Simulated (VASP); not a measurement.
# SiO2 (P4_2/mnm) in VASP: single point with r2SCAN

Aim: the single point of SiO2 with r2SCAN.

All numbers are computed with VASP 6.6.1; they aren't measurements. Logs are shortened: lines on timing, memory, paths and dates and some standing lists are left out, and cuts for length are marked.

## 1. The cell of the first run

Symmetry: P4_2/mnm, No. 136, tetragonal system. The conventional cell has a = 4.202 Å, b = 4.202 Å, c = 2.680 Å, α = 90.00°, β = 90.00°, γ = 90.00°. Within 2.3 Å of Si (site symmetry mmm) lie 6 O at 1.77 to 1.82 Å. Within 2.3 Å of O (site symmetry m2m) lie 3 Si at 1.77 to 1.82 Å.

## 2. Single point, r2SCAN

Contents of POSCAR:

```
SiO2
1.0
    4.2021350000      0.0000000000      0.0000000000
    0.0000000000      4.2021350000      0.0000000000
    0.0000000000      0.0000000000      2.6796529200
Si O
2 4
Direct
    0.0000000000      0.0000000000      0.0000000000
    0.5000000000      0.5000000000      0.5000000000
    0.3062000000      0.3062000000      0.0000000000
    0.1938000000      0.8062000000      0.5000000000
    0.6938000000      0.6938000000      0.0000000000
    0.8062000000      0.1938000000      0.5000000000
```

Contents of INCAR.step1:

```
SYSTEM = SiO2
PREC = Accurate ; ENCUT = 520
ISMEAR = -1 ; SIGMA = 0.1
LREAL = .False. ; LASPH = .True.
NELM = 100 ; NBANDS = 25
GGA = PE ; ALGO = Normal
EDIFF = 1E-4 ; LWAVE = .True.
LCHARG = .False.
```

Contents of INCAR.step2:

```
SYSTEM = SiO2
PREC = Accurate ; ENCUT = 520
EDIFF = 1E-6 ; ISMEAR = -1
SIGMA = 0.1 ; LREAL = .False.
LASPH = .True. ; NELM = 100
ALGO = Normal ; ISIF = 2
LWAVE = .False. ; LCHARG = .True.
METAGGA = R2SCAN ; LMIXTAU = .True.
LELF = .True. ; LVHAR = .True.
NBANDS = 25 ; ISTART = 1
```

Contents of KPOINTS:

```
regular mesh
0
Gamma
  6 6 9
  0 0 0
```

Potentials or basis: VASP PAW PBE potentials, release 64 (Si, O).

Launch:

```sh
cat potpaw_PBE.64/Si/POTCAR potpaw_PBE.64/O/POTCAR > POTCAR
cp INCAR.step1 INCAR
mpirun -np 1 vasp_std > vasp.out
cp INCAR.step2 INCAR
mpirun -np 1 vasp_std > vasp.out
```

OUTCAR:

```text
SYSTEM = SiO2
   PREC = Accurate
   ENCUT = 520
   EDIFF = 1E-6
   ISMEAR = -1
   LREAL = .False.
   LASPH = .True.
   NELM = 100
   ISIF = 2
   METAGGA = R2SCAN
   ISTART = 1

 ion  position               nearest neighbor table
   1  0.000  0.000  0.000-   4 1.77   6 1.77   4 1.77   6 1.77   5 1.82   3 1.82
   2  0.500  0.500  0.500-   3 1.77   5 1.77   3 1.77   5 1.77   4 1.82   6 1.82
   3  0.306  0.306  0.000-   2 1.77   2 1.77   1 1.82
   4  0.194  0.806  0.500-   1 1.77   1 1.77   2 1.82
   5  0.694  0.694  0.000-   2 1.77   2 1.77   1 1.82
   6  0.806  0.194  0.500-   1 1.77   1 1.77   2 1.82

  LATTYP: Found a simple tetragonal cell.
 ALAT       =     4.2021350000
 C/A-ratio  =     0.6376884417

  Lattice vectors:

 A1 = (   4.2021350000,   0.0000000000,   0.0000000000)
 A2 = (   0.0000000000,   4.2021350000,   0.0000000000)
 A3 = (   0.0000000000,   0.0000000000,   2.6796529200)

Analysis of symmetry for initial positions (statically):
=====================================================================
 Subroutine PRICEL returns:
 Original cell was already a primitive cell.

 Routine SETGRP: Setting up the symmetry group for a
 simple tetragonal supercell.

 Subroutine GETGRP returns: Found 16 space group operations
 (whereof  8 operations were pure point group operations)
 out of a pool of 16 trial point group operations.

The static configuration has the point symmetry D_2h.
 The point group associated with its full space group is D_4h.

Analysis of symmetry for dynamics (positions and initial velocities):
=====================================================================
 Subroutine PRICEL returns:
 Original cell was already a primitive cell.

 Routine SETGRP: Setting up the symmetry group for a
 simple tetragonal supercell.

 Subroutine GETGRP returns: Found 16 space group operations
 (whereof  8 operations were pure point group operations)
 out of a pool of 16 trial point group operations.

The dynamic configuration has the point symmetry D_2h.
 The point group associated with its full space group is D_4h.

 Subroutine INISYM returns: Found 16 space group operations
 (whereof  8 operations are pure point group operations),
 and found     1 'primitive' translations

----------------------------------------------------------------------------------------

                                     Primitive cell

  volume of cell :      47.3171

  direct lattice vectors                    reciprocal lattice vectors
     4.202135000  0.000000000  0.000000000     0.237974268  0.000000000  0.000000000
     0.000000000  4.202135000  0.000000000     0.000000000  0.237974268  0.000000000
     0.000000000  0.000000000  2.679652920     0.000000000  0.000000000  0.373182658

  length of vectors
     4.202135000  4.202135000  2.679652920     0.237974268  0.237974268  0.373182658

  position of ions in fractional coordinates (direct lattice)
     0.000000000  0.000000000  0.000000000
     0.500000000  0.500000000  0.500000000
     0.306200000  0.306200000  0.000000000
     0.193800000  0.806200000  0.500000000
     0.693800000  0.693800000  0.000000000
     0.806200000  0.193800000  0.500000000

  ion indices of the primitive-cell ions
   primitive index   ion index
                 1           1
                 2           2
                 3           3
                 4           4
                 5           5
                 6           6

----------------------------------------------------------------------------------------

 KPOINTS: regular mesh

Automatic generation of k-mesh.
 Grid dimensions read from file:
 generate k-points for:    6    6    9

 Generating k-lattice:

  Cartesian coordinates                     Fractional coordinates (reciprocal lattice)
     0.039662378  0.000000000  0.000000000     0.166666667  0.000000000  0.000000000
     0.000000000  0.039662378  0.000000000     0.000000000  0.166666667  0.000000000
     0.000000000  0.000000000  0.041464740     0.000000000  0.000000000  0.111111111

  Length of vectors
     0.039662378  0.039662378  0.041464740

  Shift w.r.t. Gamma in fractional coordinates (k-lattice)
     0.000000000  0.000000000  0.000000000

 Subroutine IBZKPT returns following result:
 ===========================================

 Found     50 irreducible k-points:

 Following reciprocal coordinates:
            Coordinates               Weight
  0.000000  0.000000  0.000000      1.000000
  0.166667  0.000000  0.000000      4.000000
  0.333333  0.000000  0.000000      4.000000
  0.500000  0.000000  0.000000      2.000000
  0.166667  0.166667  0.000000      4.000000
  0.333333  0.166667  0.000000      8.000000
[... 16 lines left out ...]
  0.333333  0.000000  0.222222      8.000000
  0.500000  0.000000  0.222222      4.000000
 [... further k-points ...]
   k-points           NKPTS =     50   k-points in BZ     NKDIM =     50   number of bands    NBANDS=     25
   number of dos      NEDOS =    301   number of ions     NIONS =      6
   total plane-waves  NPLWV =  20480
   dimension x,y,z NGX =    32 NGY =   32 NGZ =   20
   dimension x,y,z NGXF=    64 NGYF=   64 NGZF=   40
   ions per type =               2   4
   NGX,Y,Z   is equivalent  to a cutoff of  12.66, 12.66, 12.41 a.u.
   NGXF,Y,Z  is equivalent  to a cutoff of  25.32, 25.32, 24.82 a.u.
 SYSTEM =  SiO2
   PREC   = accura    normal or accurate (medium, high low for compatibility)
   ISTART =      1    job   : 0-new  1-cont  2-samecut
   ICHARG =      0    charge: 1-file 2-atom 10-const
   ISPIN  =      1    spin polarized calculation?
   LNONCOLLINEAR =      F non collinear calculations
   LSORBIT =      F    spin-orbit coupling
   LASPH  =      T    aspherical Exc in radial PAW
   ENCUT  =  520.0 eV  38.22 Ry    6.18 a.u.   7.81  7.81  4.98*2*pi/ulx,y,z
   NELM   =    100;   NELMIN=  2; NELMDL=  0     # of ELM steps
   EDIFF  = 0.1E-05   stopping-criterion for ELM
   LREAL  =      F    real-space projection
   EDIFFG = 0.1E-04   stopping-criterion for IOM
   NSW    =      0    number of steps for IOM
   IBRION =     -1    ionic relax: 0-MD 1-quasi-New 2-CG
   NFREE  =      0    steps in history (QN), initial steepest desc. (CG)
   ISIF   =      2    stress and relaxation
   ISYM   =      2    0-nonsym 1-usesym 2-fastsym
   POTIM  = 0.5000    time-step for ionic-motion
   TEBEG  =    0.0;   TEEND  =   0.0 temperature during run
   PSTRESS=    0.0 pullay stress
   NELECT =      32.0000    total number of electrons
   NUPDOWN=      -1.0000    fix difference up-down
   EMIN   =  10.00;   EMAX   =-10.00  energy-range for DOS
   EFERMI =   0.00;   METHOD = LEGACY
   ISMEAR =    -1;   SIGMA  =   0.10  broadening in eV -4-tet -1-fermi 0-gaus
   EFERMI_NEDOS =   21; number of points for ismear=-14 and -15
   IALGO  =     38    algorithm
   IMIX   =      4    mixing-type and parameters
     AMIX     =   0.40;   BMIX     =  1.00
     AMIX_MAG =   1.60;   BMIX_MAG =  1.00
  volume/ion in A,a.u.               =       7.89        53.22
  Fermi-wavevector in a.u.,A,eV,Ry     =   1.436984  2.715506 28.094989  2.064923
  Thomas-Fermi vector in A             =   2.556112
   LORBIT       =      0    0 simple, 1 ext, 2 COOP (PROOUT), +10 PAW based schemes
   METAGGA = R2SCAN    functional components
   LHFCALC =     F    Hartree Fock is set to
   AEXX    =    0.0000 exact exchange contribution
   IVDW    =     0    specifies the selected vdW correction
   LEPSILON=     F    determine dielectric tensor
   LRPA    =     F    only Hartree local field effects (RPA)
 non-spin polarized calculation
  energy-cutoff  :      520.00
  volume of cell :       47.32
 maximum number of plane-waves:      1288
 NGX is ok and might be reduce to    32
   NGX = 15   NGY = 15   NGZ =  9

 number of electron      31.9999980 magnetization

 Free energy of the ion-electron system (eV)
  ---------------------------------------------------
  ext. energy  EPLUGINS =         0.00000000
  ---------------------------------------------------
  free energy    TOTEN  =       -58.78130037 eV

  energy without entropy =      -58.78130037  energy(sigma->0) =      -58.78130037

 E-fermi :   9.5162     XC(G=0): -12.8014

 val. band max:        7.6208820841   @ k =   0.0000   0.0000   0.0000
 cond. band min:      13.9084624732   @ k =   0.0000   0.0000   0.0000
 fundamental gap:      6.2875803891
 Fermi energy:         9.5161760029

 k-point     1 :       0.0000    0.0000    0.0000
  band No.  band energies     occupation
      1     -15.7821      2.00000
      2     -12.2589      2.00000
      3     -12.2589      2.00000
      4     -12.0096      2.00000
      5      -3.3276      2.00000
      6       1.1878      2.00000
[... 17 lines left out ...]
     24      22.9501      0.00000
     25      24.4804      0.00000

 k-point     2 :       0.1667    0.0000    0.0000
  band No.  band energies     occupation
      1     -15.6379      2.00000
      2     -12.8780      2.00000
      3     -12.1883      2.00000
      4     -11.6904      2.00000
      5      -3.1198      2.00000
      6       0.4388      2.00000
[... 17 lines left out ...]
     24      22.3467      0.00000
     25      24.2866      0.00000

 k-point     3 :       0.3333    0.0000    0.0000
  band No.  band energies     occupation
      1     -15.2174      2.00000
      2     -13.7365      2.00000
      3     -11.9998      2.00000
      4     -11.6103      2.00000
      5      -2.5559      2.00000
      6      -0.6933      2.00000
[... 17 lines left out ...]
     24      22.5332      0.00000
     25      23.5869      0.00000

 k-point     4 :       0.5000    0.0000    0.0000
  band No.  band energies     occupation
      1     -14.5586      2.00000
      2     -14.5586      2.00000
      3     -11.7650      2.00000
      4     -11.7650      2.00000
      5      -1.7264      2.00000
      6      -1.7264      2.00000
[... 17 lines left out ...]
     24      22.2247      0.00000
     25      23.6752      0.00000
[... 477 lines left out ...]
 k-point    22 :       0.1667    0.0000    0.2222
  band No.  band energies     occupation
      1     -15.0163      2.00000
      2     -12.5763      2.00000
      3     -11.9140      2.00000
      4     -11.6548      2.00000
      5      -2.8244      2.00000
      6       0.4966      2.00000
[... 17 lines left out ...]
     24      22.4251      0.00000
     25      22.7769      0.00000

 k-point    23 :       0.3333    0.0000    0.2222
  band No.  band energies     occupation
      1     -14.6295      2.00000
      2     -13.3061      2.00000
      3     -11.7879      2.00000
      4     -11.5651      2.00000
      5      -2.1351      2.00000
      6      -0.2861      2.00000
[... 17 lines left out ...]
     24      21.4885      0.00000
     25      22.7195      0.00000

 k-point    24 :       0.5000    0.0000    0.2222
  band No.  band energies     occupation
      1     -14.0324      2.00000
      2     -14.0324      2.00000
      3     -11.6424      2.00000
      4     -11.6424      2.00000
      5      -1.2347      2.00000
      6      -1.2347      2.00000
[... 17 lines left out ...]
     24      21.3699      0.00000
     25      22.5793      0.00000

 [... further k-points ...]
[... 5 lines left out ...]
  --------------------------------------------------------------------------------------
  -------------------------------------------------------------------------------------
  Total       -1.0463908     -1.0463908     -1.0681720      0.0000000      0.0000000      0.0000000
  in kB      -35.4312070    -35.4312070    -36.1687276      0.0000000      0.0000000      0.0000000
  external PRESSURE =     -35.6770472 kB  Pullay stress =       0.0000000 kB

 VOLUME and BASIS-vectors are now :
 -----------------------------------------------------------------------------
  energy-cutoff  :      520.00
  volume of cell :       47.32
      direct lattice vectors                 reciprocal lattice vectors
     4.202135000  0.000000000  0.000000000     0.237974268  0.000000000  0.000000000
     0.000000000  4.202135000  0.000000000     0.000000000  0.237974268  0.000000000
     0.000000000  0.000000000  2.679652920     0.000000000  0.000000000  0.373182658

 POSITION                                       TOTAL-FORCE (eV/Angst)
 -----------------------------------------------------------------------------------
      0.00000      0.00000      0.00000        -0.000000      0.000000      0.000000
      2.10107      2.10107      1.33983        -0.000000      0.000000      0.000000
      1.28669      1.28669      0.00000         0.030942      0.030942      0.000000
      0.81437      3.38776      1.33983        -0.030942      0.030942      0.000000
      2.91544      2.91544      0.00000        -0.030942     -0.030942     -0.000000
      3.38776      0.81437      1.33983         0.030942     -0.030942     -0.000000
 -----------------------------------------------------------------------------------
    total drift:                                0.000000      0.000000     -0.000000

  FREE ENERGIE OF THE ION-ELECTRON SYSTEM (eV)
  ---------------------------------------------------
  free  energy   TOTEN  =       -58.7813003681 eV

  energy  without entropy=      -58.7813003679  energy(sigma->0) =      -58.78130037
```

Run time: 2.5 min. Hardware: 1 thread of Intel Xeon Platinum 8488C (Sapphire Rapids), shared host; peak memory 0.18 GiB.

What came out:

| Quantity | Value |
| --- | --- |
| Free energy | -58.7813 eV |
| Pressure | -3.6 GPa |
| Largest force | 0.044 eV/Å |
| Band gap on the k mesh | 6.29 eV, direct |

Forces in eV/Å, atoms in the order of the input:
```
Si   0.000  0.000  0.000
Si   0.000  0.000  0.000
O    0.031  0.031  0.000
O   -0.031  0.031  0.000
O   -0.031 -0.031  0.000
O    0.031 -0.031  0.000
```

Caveat: the PAW data sets were made with another functional, which shifts forces and pressure a little. A k mesh can miss the band edges.
